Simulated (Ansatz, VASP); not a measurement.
Two plane-wave programs on Rb3S4

```
Rb S
1.0
     3.67087   -0.01699   -0.08748
     0.17286    3.67196   -0.02046
     0.34750    0.06597   14.65126
Rb S
3 4
Direct
  0.85589 0.14170 0.20472
  0.85689 0.14302 0.49999
  0.85763 0.14480 0.79533
  0.35540 0.64189 0.34423
  0.35642 0.64474 0.65572
  0.85854 0.64239 0.00000
  0.35923 0.14145 0.00000
```

Change from the starting cell: the structure that the rattled cell fell into.

Alike in both runs: functional PBE; k mesh 6 × 6 × 2; occupations gaussian, width 0.1 eV; no spin polarisation.

Ansatz relaxed the structure, and its values are those at the end. VASP's run is a single point on that final structure, the one shown.

```csv
,VASP,Ansatz
version,VASP 6.6.1,Ansatz 0.2.0
potentials or method,"VASP PAW PBE potentials, release 64 (Rb_sv, S), cutoff 520 eV","scalar-relativistic, plane waves, PAW"
valence electrons in the cell,51,51
```

```csv
,VASP,Ansatz,Ansatz less VASP
gap on the k mesh at the Fermi level (eV),none,none,-
pressure (GPa),0.0,0.0,-0.02
```

A gap of «none» marks a metal or a gap that the smearing closes.
